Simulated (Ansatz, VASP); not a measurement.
## Si3C: VASP beside Ansatz

```
Si C
1.0
     0.00111   -2.86397   -0.00139
    -5.14407    0.00002   -0.00160
     0.00905   -0.00742   -6.96073
Si C
6 2
Direct
  0.50059 0.98161 0.81412
  0.50055 0.51827 0.81419
  0.00011 0.01368 0.50004
  0.99996 0.48610 0.50000
  0.49942 0.51846 0.18587
  0.49949 0.98184 0.18583
  0.99985 0.40261 0.99998
  0.00003 0.09743 0.99995
```

Change from the starting cell: cell x2, atoms moved at random (sigma 0.1 Å) and cell strained at random (1.5 %), then relaxed without symmetry.

Alike in both runs: functional PBE; k mesh 8 × 4 × 4; occupations gaussian, width 0.2 eV; no spin polarisation.

Ansatz relaxed the structure, and its values are those at the end. VASP's run is a single point on that final structure, the one shown.

|  | VASP | Ansatz |
| --- | --- | --- |
| version | VASP 6.6.1 | Ansatz 0.2.0 |
| potentials or method | VASP PAW PBE potentials, release 64 (Si, C), cutoff 520 eV | scalar-relativistic, plane waves, PAW |
| valence electrons in the cell | 32 | 32 |

Ansatz gave:

```
gap on the k mesh at the Fermi level (eV) : none
pressure (GPa)                            : 0.1
rms of the force components (eV/Å)        : 0.005
```

Q: Estimate VASP's values.

A: gap on the k mesh at the Fermi level (eV): none; pressure (GPa): 0.0; rms of the force components (eV/Å): 0.009.

A gap of «none» marks a metal or a gap that the smearing closes.
